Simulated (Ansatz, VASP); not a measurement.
**Cs: VASP beside Ansatz**

```
Cs
1.0
    -3.02159    3.02159    3.02159
     3.02159   -3.02159    3.02159
     3.02159    3.02159   -3.02159
Cs
1
Direct
  0.00000 0.00000 0.00000
```

Alike in both runs: task relaxation of cell and atoms; functional PBE; dispersion D3(BJ); k mesh 10 × 10 × 10; occupations gaussian, width 0.1 eV; no spin polarisation.

```csv
,VASP,Ansatz
version,VASP 6.6.1,Ansatz 0.2.0
potentials or method,"VASP PAW PBE potentials, release 64 (Cs_sv), cutoff 600 eV","scalar-relativistic, plane waves, PAW"
valence electrons in the cell,9,9
```

|  | VASP | Ansatz | Ansatz less VASP |
| --- | --- | --- | --- |
| gap on the k mesh at the Fermi level, each at its own relaxed structure (eV) | none | none | - |
| relaxed volume (Å³/atom) | 110.35 | 110.35 | 0.000 |
| relaxed length of the cell vector where the two differ most in proportion (Å) | 5.234 | 5.234 | 0.0000 |

A gap of «none» marks a metal or a gap that the smearing closes.

Neither program's run includes spin-orbit coupling. Noted on VASP's run: the relaxation stopped at its first step, so nothing moved.
